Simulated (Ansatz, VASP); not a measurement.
## Two plane-wave programs on Ta2SiO2

```
Ta Si O
1.0
     2.92071    0.00000    0.00000
    -1.46035    2.52941    0.00000
     0.00000    0.00000    9.68365
Ta Si O
2 1 2
Direct
  0.66667 0.33333 0.62730
  0.33333 0.66667 0.37270
  0.00000 0.00000 0.00000
  0.33333 0.66667 0.75939
  0.66667 0.33333 0.24061
```

Alike in both runs: functional PBE; k mesh 6 × 6 × 4; occupations gaussian, width 0.1 eV; no spin polarisation.

Ansatz relaxed the structure, and its values are those at the end. VASP's run is a single point on that final structure, the one shown.

```csv
,VASP,Ansatz
version,VASP 6.6.1,Ansatz 0.2.0
potentials or method,"VASP PAW PBE potentials, release 64 (Ta_sv_GW, Si, O), cutoff 700 eV","scalar-relativistic, plane waves, PAW"
valence electrons in the cell,42,42
```

Ansatz gave:

| Quantity | Value |
| --- | --- |
| gap on the k mesh at the Fermi level (eV) | none |
| pressure (GPa) | 0.2 |
| rms of the force components (eV/Å) | 0.015 |

Question: Estimate VASP's values.

Answer: gap on the k mesh at the Fermi level (eV): none; pressure (GPa): 0.1; rms of the force components (eV/Å): 0.038.

A gap of «none» marks a metal or a gap that the smearing closes.

The k mesh is coarse, so the values compare programs but aren't converged. Spin-orbit coupling is off throughout.
